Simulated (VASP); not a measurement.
# SiO2 (P6_422) in VASP: notebook, part 2 of 2

VASP 6.6.1. Earlier steps stand in the parts before.

### Step 5. Relaxation of shape and atoms at fixed volume, PBE (13.17 Å³/atom)

This run uses another cell than the first one, of 13.17 Å³/atom.

INCAR reads:

```
PREC = Accurate ; ENCUT = 600
EDIFF = 1E-6 ; ISMEAR = 0
SIGMA = 0.02 ; LREAL = F
LASPH = T ; NELM = 100
ALGO = Normal ; ISIF = 4
LWAVE = F ; LCHARG = F
GGA = PE ; IBRION = 2
NSW = 50 ; EDIFFG = -0.01
```

KPOINTS reads:

```
regular mesh
0
Gamma
  6 6 4
```

POSCAR reads:

```
SiO2
1.0
    4.9959963008      0.0000000000      0.0000000000
   -2.4979981504      4.3266597137      0.0000000000
    0.0000000000      0.0000000000      5.4823435506
Si O
3 6
Direct
    0.0000000000      0.5000000000      0.3333333333
    0.5000000000      0.5000000000      0.6666666667
    0.5000000000      0.0000000000      0.0000000000
    0.5891642131      0.7945821065      0.8333333333
    0.7945821065      0.5891642131      0.5000000000
    0.7945821065      0.2054178935      0.1666666667
    0.4108357869      0.2054178935      0.8333333333
    0.2054178935      0.4108357869      0.5000000000
    0.2054178935      0.7945821065      0.1666666667
```

Potentials or basis: VASP PAW PBE potentials, release 64 (Si, O).

Launch:

```console
$ cat potpaw_PBE.64/Si/POTCAR potpaw_PBE.64/O/POTCAR > POTCAR
$ mpirun -np 1 vasp_std > vasp.out
```

OUTCAR:

```text
PREC = Accurate
   ENCUT = 600
   EDIFF = 1E-6
   ISMEAR = 0
   LREAL = F
   LASPH = T
   NELM = 100
   ISIF = 4
   GGA = PE
   IBRION = 2
   NSW = 50
   EDIFFG = -0.01

 ion  position               nearest neighbor table
   1  0.000  0.500  0.333-   6 1.59   9 1.59   8 1.59   5 1.59   3 3.10   3 3.10   2 3.10   2 3.10

   2  0.500  0.500  0.667-   4 1.59   7 1.59   5 1.59   8 1.59   3 3.10   3 3.10   1 3.10   1 3.10

   3  0.500  0.000  0.000-   6 1.59   9 1.59   7 1.59   4 1.59   1 3.10   2 3.10   2 3.10   1 3.10

   4  0.589  0.795  0.833-   2 1.59   3 1.59
   5  0.795  0.589  0.500-   2 1.59   1 1.59
   6  0.795  0.205  0.167-   1 1.59   3 1.59
   7  0.411  0.205  0.833-   2 1.59   3 1.59
   8  0.205  0.411  0.500-   2 1.59   1 1.59
   9  0.205  0.795  0.167-   1 1.59   3 1.59

  LATTYP: Found a hexagonal cell.
 ALAT       =     4.9959963008
 C/A-ratio  =     1.0973473999

  Lattice vectors:

 A1 = (   4.9959963008,   0.0000000000,   0.0000000000)
 A2 = (  -2.4979981504,   4.3266597137,   0.0000000000)
 A3 = (   0.0000000000,   0.0000000000,   5.4823435506)

Analysis of symmetry for initial positions (statically):
=====================================================================
 Subroutine PRICEL returns:
 Original cell was already a primitive cell.

 Routine SETGRP: Setting up the symmetry group for a
 hexagonal supercell.

 Subroutine GETGRP returns: Found 12 space group operations
 (whereof  4 operations were pure point group operations)
 out of a pool of 24 trial point group operations.

The static configuration has the point symmetry D_2 .
 The point group associated with its full space group is D_6 .

Analysis of symmetry for dynamics (positions and initial velocities):
=====================================================================
 Subroutine PRICEL returns:
 Original cell was already a primitive cell.

 Routine SETGRP: Setting up the symmetry group for a
 hexagonal supercell.

 Subroutine GETGRP returns: Found 12 space group operations
 (whereof  4 operations were pure point group operations)
 out of a pool of 24 trial point group operations.

The dynamic configuration has the point symmetry D_2 .
 The point group associated with its full space group is D_6 .

 Subroutine INISYM returns: Found 12 space group operations
 (whereof  4 operations are pure point group operations),
 and found     1 'primitive' translations

----------------------------------------------------------------------------------------

                                     Primitive cell

  volume of cell :     118.5062

  direct lattice vectors                    reciprocal lattice vectors
     4.995996301  0.000000000  0.000000000     0.200160276  0.115562589  0.000000000
    -2.497998150  4.326659714  0.000000000     0.000000000  0.231125179  0.000000000
     0.000000000  0.000000000  5.482343551     0.000000000  0.000000000  0.182403746

  length of vectors
     4.995996301  4.995996301  5.482343551     0.231125179  0.231125179  0.182403746

  position of ions in fractional coordinates (direct lattice)
     0.000000000  0.500000000  0.333333333
     0.500000000  0.500000000  0.666666667
[... 26 lines left out ...]
 generate k-points for:    6    6    4

 Generating k-lattice:

  Cartesian coordinates                     Fractional coordinates (reciprocal lattice)
     0.033360046  0.019260432  0.000000000     0.166666667  0.000000000  0.000000000
     0.000000000  0.038520863  0.000000000     0.000000000  0.166666667  0.000000000
     0.000000000  0.000000000  0.045600936     0.000000000  0.000000000  0.250000000

  Length of vectors
     0.038520863  0.038520863  0.045600936

  Shift w.r.t. Gamma in fractional coordinates (k-lattice)
     0.000000000  0.000000000  0.000000000

 Subroutine IBZKPT returns following result:
 ===========================================

 Found     21 irreducible k-points:

 Following reciprocal coordinates:
            Coordinates               Weight
  0.000000  0.000000  0.000000      1.000000
  0.166667 -0.000000  0.000000      6.000000
  0.333333 -0.000000  0.000000      6.000000
  0.500000 -0.000000  0.000000      3.000000
  0.166667  0.166667  0.000000      6.000000
  0.333333  0.166667  0.000000     12.000000
[... 13 lines left out ...]
  0.333333  0.166667  0.500000     12.000000
  0.333333  0.333333  0.500000      2.000000
   k-points           NKPTS =     21   k-points in BZ     NKDIM =     21   number of bands    NBANDS=     29
   number of dos      NEDOS =    301   number of ions     NIONS =      9
   total plane-waves  NPLWV =  76800
   dimension x,y,z NGX =    40 NGY =   40 NGZ =   48
   dimension x,y,z NGXF=    80 NGYF=   80 NGZF=   96
   ions per type =               3   6
   NGX,Y,Z   is equivalent  to a cutoff of  13.31, 13.31, 14.56 a.u.
   NGXF,Y,Z  is equivalent  to a cutoff of  26.62, 26.62, 29.11 a.u.
 SYSTEM =  unknown system
   PREC   = accura    normal or accurate (medium, high low for compatibility)
   ISTART =      0    job   : 0-new  1-cont  2-samecut
   ICHARG =      2    charge: 1-file 2-atom 10-const
   ISPIN  =      1    spin polarized calculation?
   LNONCOLLINEAR =      F non collinear calculations
   LSORBIT =      F    spin-orbit coupling
   LASPH  =      T    aspherical Exc in radial PAW
   ENCUT  =  600.0 eV  44.10 Ry    6.64 a.u.   9.98  9.98 10.95*2*pi/ulx,y,z
   NELM   =    100;   NELMIN=  2; NELMDL= -5     # of ELM steps
   EDIFF  = 0.1E-05   stopping-criterion for ELM
   LREAL  =      F    real-space projection
   EDIFFG = -.1E-01   stopping-criterion for IOM
   NSW    =     50    number of steps for IOM
   IBRION =      2    ionic relax: 0-MD 1-quasi-New 2-CG
   NFREE  =      1    steps in history (QN), initial steepest desc. (CG)
   ISIF   =      4    stress and relaxation
   ISYM   =      2    0-nonsym 1-usesym 2-fastsym
   POTIM  = 0.5000    time-step for ionic-motion
   TEBEG  =    0.0;   TEEND  =   0.0 temperature during run
   PSTRESS=    0.0 pullay stress
   NELECT =      48.0000    total number of electrons
   NUPDOWN=      -1.0000    fix difference up-down
   EMIN   =  10.00;   EMAX   =-10.00  energy-range for DOS
   EFERMI =   0.00;   METHOD = LEGACY
   ISMEAR =     0;   SIGMA  =   0.02  broadening in eV -4-tet -1-fermi 0-gaus
   EFERMI_NEDOS =   21; number of points for ismear=-14 and -15
   IALGO  =     38    algorithm
   IMIX   =      4    mixing-type and parameters
     AMIX     =   0.40;   BMIX     =  1.00
     AMIX_MAG =   1.60;   BMIX_MAG =  1.00
  volume/ion in A,a.u.               =      13.17        88.86
  Fermi-wavevector in a.u.,A,eV,Ry     =   1.211272  2.288971 19.962182  1.467179
  Thomas-Fermi vector in A             =   2.346792
   LORBIT       =      0    0 simple, 1 ext, 2 COOP (PROOUT), +10 PAW based schemes
   GGA     = PE    functional components
   LHFCALC =     F    Hartree Fock is set to
   AEXX    =    0.0000 exact exchange contribution
   IVDW    =     0    specifies the selected vdW correction
   LEPSILON=     F    determine dielectric tensor
   LRPA    =     F    only Hartree local field effects (RPA)
 conjugate gradient relaxation of ions
 non-spin polarized calculation
 Gauss-broadening in eV      SIGMA  =   0.02
  energy-cutoff  :      600.00
  volume of cell :      118.51
 maximum number of plane-waves:      3984
 NGX is ok and might be reduce to    40
   NGX = 19   NGY = 19   NGZ = 21

--------------------------------------- Ionic step        1  -------------------------------------------

 number of electron      47.9999982 magnetization

 Free energy of the ion-electron system (eV)
  ---------------------------------------------------
  ext. energy  EPLUGINS =         0.00000000
  ---------------------------------------------------
  free energy    TOTEN  =       -70.91283208 eV

  energy without entropy =      -70.91283208  energy(sigma->0) =      -70.91283208

------------------------ aborting loop because EDIFF is reached ----------------------------------------

  FORCE on cell =-STRESS in cart. coord.  units (eV):
  Direction    XX          YY          ZZ          XY          YZ          ZX
  --------------------------------------------------------------------------------------
  -------------------------------------------------------------------------------------
  Total        7.6759638      7.6759638      7.8692106     -0.0000000     -0.0000000     -0.0000000
  in kB      103.7773087    103.7773087    106.3899627     -0.0000000     -0.0000000     -0.0000000
  external PRESSURE =     104.6481934 kB  Pullay stress =       0.0000000 kB
[... 202 lines left out ...]
--------------------------------------- Ionic step        6  -------------------------------------------

 number of electron      47.9999993 magnetization

 Free energy of the ion-electron system (eV)
  ---------------------------------------------------
  ext. energy  EPLUGINS =         0.00000000
  ---------------------------------------------------
  free energy    TOTEN  =       -70.93028658 eV

  energy without entropy =      -70.93028658  energy(sigma->0) =      -70.93028658

 E-fermi :   0.8886     XC(G=0):  -8.8989

 val. band max:        0.7949096177   @ k =   0.0000   0.0000   0.5000
 cond. band min:       6.5855261651   @ k =   0.0000   0.0000   0.0000
 fundamental gap:      5.7906165475
 Fermi energy:         0.8885908640

 k-point     1 :       0.0000    0.0000    0.0000
  band No.  band energies     occupation
      1     -18.7340      2.00000
      2     -17.2398      2.00000
      3     -17.2398      2.00000
      4     -16.6040      2.00000
      5     -16.6040      2.00000
      6     -16.5225      2.00000
[... 697 lines left out ...]
  FREE ENERGIE OF THE ION-ELECTRON SYSTEM (eV)
  ---------------------------------------------------
  free  energy   TOTEN  =       -70.9302865805 eV

  energy  without entropy=      -70.9302865805  energy(sigma->0) =      -70.93028658

 reached required accuracy - stopping structural energy minimisation
```

Wall time 5.4 min (1 thread of Intel Xeon 8259CL, shared host); peak memory 0.3 GiB.

What came out:

| Property | Result |
| --- | --- |
| Free energy | -70.9303 eV |
| Energy gained by relaxing | 1.9 meV/atom |
| Ionic steps | 6 |
| Pressure after relaxing | 8.8 GPa |
| Band gap on the k mesh | 5.79 eV (least direct gap 5.92 eV) |

Forces on the atoms (eV/Å):
```
Si   0.000  0.000  0.000
Si   0.000  0.000  0.000
Si   0.000  0.000  0.000
O    0.002  0.001  0.000
O    0.000  0.003  0.000
O    0.002 -0.001  0.000
O   -0.002 -0.001  0.000
O    0.000 -0.003  0.000
O   -0.002  0.001  0.000
```

The path:
```csv
step,energy change (eV),largest force (eV/Å),pressure (GPa),volume (Å³)
1,0.0000,0.2400,10.46,118.51
2,-0.0124,0.1146,9.65,118.51
3,-0.0159,0.0297,8.76,118.51
4,-0.0160,0.0041,8.92,118.51
5,-0.0167,0.0018,8.90,118.51
6,-0.0175,0.0028,8.83,118.51
```

Final structure:
```
Si O
1.0
     4.97571    0.00000    0.00000
    -2.48785    4.30909    0.00000
     0.00000    0.00000    5.52715
Si O
3 6
Direct
  0.00000 0.50000 0.33333
  0.50000 0.50000 0.66667
  0.50000 0.00000 0.00000
  0.59451 0.79726 0.83333
  0.79726 0.59451 0.50000
  0.79726 0.20274 0.16667
  0.40549 0.20274 0.83333
  0.20274 0.40549 0.50000
  0.20274 0.79726 0.16667
```

### Step 6. Relaxation of cell and atoms, PBE

This run uses another cell than the first one, of 13.66 Å³/atom.

INCAR reads:

```
PREC     = Accurate       # precision mode
ENCUT    = 600            # plane-wave cutoff, eV
EDIFF    = 1E-7           # SCF threshold, eV
ISMEAR   = 0              # smearing method
SIGMA    = 0.02           # smearing width, eV
LREAL    = False          # projectors in reciprocal space
LASPH    = True           # aspherical terms in the spheres
NELM     = 60             # most SCF steps
ALGO     = Normal         # electronic algorithm
ISIF     = 3              # what is computed and relaxed
LWAVE    = False          # write WAVECAR
LCHARG   = False          # write CHGCAR
GGA      = PE             # functional
IBRION   = 2              # ionic algorithm
NSW      = 100            # ionic steps
EDIFFG   = -0.005         # ionic threshold
```

KPOINTS is that of step 5.

POSCAR reads:

```
SiO2
1.0
    5.0605222284      0.0000000000      0.0000000000
   -2.5302611142      4.3825408062      0.0000000000
    0.0000000000      0.0000000000      5.5413533100
Si O
3 6
Direct
    0.0000000000      0.5000000000      0.3333333300
    0.5000000000      0.5000000000      0.6666666700
    0.5000000000      0.0000000000      0.0000000000
    0.5827892600      0.7913946300      0.8333333300
    0.7913946300      0.5827892600      0.5000000000
    0.7913946300      0.2086053700      0.1666666700
    0.4172107400      0.2086053700      0.8333333300
    0.2086053700      0.4172107400      0.5000000000
    0.2086053700      0.7913946300      0.1666666700
```

Potentials or basis: VASP PAW PBE potentials, release 64 (Si, O).

Launch:

```console
$ cat potpaw_PBE.64/Si/POTCAR potpaw_PBE.64/O/POTCAR > POTCAR
$ mpirun -np 1 vasp_std > vasp.out
```

Run time: 7.5 min. Hardware: 1 thread of Intel Xeon 8259CL, shared host; peak memory 0.3 GiB.

It converged, with:

| Quantity | Value |
| --- | --- |
| Free energy | -71.1417 eV |
| Relaxed volume | 14.00 Å³/atom |
| Relaxed cell | a = 5.103 Å, b = 5.103 Å, c = 5.587 Å, α = 90.00°, β = 90.00°, γ = 120.00° |
| Space group after relaxing (to 0.1 Å) | P6_422 (No. 181) |
| Energy gained by relaxing | 5.4 meV/atom |
| Ionic steps | 6 |
| Pressure after relaxing | 0.0 GPa |
| Band gap on the k mesh | 5.56 eV (least direct gap 5.74 eV) |

Forces in eV/Å, atoms in the order of the input:
```
Si   0.000  0.000  0.000
Si   0.000  0.000  0.000
Si   0.000  0.000  0.000
O    0.002  0.001  0.000
O    0.000  0.003  0.000
O    0.002 -0.001  0.000
O   -0.002 -0.001  0.000
O    0.000 -0.003  0.000
O   -0.002  0.001  0.000
```

Step by step:
```
step  energy change (eV)  largest force (eV/Å)  pressure (GPa)  volume (Å³)
   1              0.0000                0.2324            4.83       122.90
   2              0.0394                0.3056           -5.83       130.36
   3             -0.0489                0.0076           -0.03       126.01
   4             -0.0488                0.0031            0.06       125.95
   5             -0.0489                0.0013            0.06       125.96
   6             -0.0489                0.0028            0.05       125.99
```

Final structure:
```xyz
9
Lattice="5.1030 0.0000 0.0000 -2.5515 4.4193 0.0000 0.0000 0.0000 5.5867" Properties=species:S:1:pos:R:3 pbc="T T T"
Si   -1.2758    2.2097    1.8622
Si    1.2758    2.2097    3.7245
Si    2.5515    0.0000    0.0000
O     0.9582    3.4994    4.6556
O     2.5515    2.5795    2.7934
O     3.5097    0.9199    0.9311
O     1.5933    0.9199    4.6556
O     0.0000    1.8398    2.7934
O    -0.9582    3.4994    0.9311
```

Levels at points of the mesh, in eV from the valence-band top:
```
           k point  band 22  band 23  band 24  band 25  band 26  band 27
(0.00, 0.00, 0.00)    -0.44    -0.44    -0.18     5.56     8.85     8.85
(0.50, 0.00, 0.00)    -0.96    -0.34     0.00     7.60     8.42     9.52
(0.00, 0.00, 0.50)    -0.28     0.00     0.00     7.38     7.38     8.41
(0.50, 0.00, 0.50)    -0.70    -0.68    -0.33     8.27     8.86     9.21
```

A k mesh can miss the band edges.

### Step 7. The runs side by side

| task | cell | gap on the mesh (eV) | pressure (GPa) | largest force (eV/Å) |
| --- | --- | --- | --- | --- |
| relaxation of shape and atoms at fixed volume | relaxed from a = 4.846, b = 4.846, c = 5.454 Å, angles 90.0, 90.0, 120.0°, 9 atoms, atomic positions A | 5.86 | 19.2 | 0.01 |
| relaxation of shape and atoms at fixed volume | relaxed from a = 4.924, b = 4.924, c = 5.463 Å, angles 90.0, 90.0, 120.0°, 9 atoms, atomic positions B | 5.85 | 13.9 | - |
| relaxation of cell and atoms | relaxed to 12 GPa from a = 4.962, b = 4.962, c = 5.453 Å, angles 90.0, 90.0, 120.0°, 9 atoms, atomic positions C | 5.83 | 11.9 | 0.01 |
| relaxation of shape and atoms at fixed volume | relaxed from a = 4.996, b = 4.996, c = 5.482 Å, angles 90.0, 90.0, 120.0°, 9 atoms, atomic positions D | 5.79 | 8.8 | - |
| relaxation of cell and atoms | relaxed from a = 5.061, b = 5.061, c = 5.541 Å, angles 90.0, 90.0, 120.0°, 9 atoms, atomic positions E | 5.56 | 0.0 | - |

Alike in all rows: level PBE; potentials or basis VASP PAW PBE potentials, release 64 (Si, O); no spin polarisation; k mesh 6 × 6 × 4; cutoff (eV) 600; smearing gaussian 0.02 eV.

Caveats: the cell is relaxed towards a set pressure, so the run minimises the enthalpy, not the energy (at least some runs).

Total energies depend on the potentials used, so only differences within one code and one set of settings carry meaning.
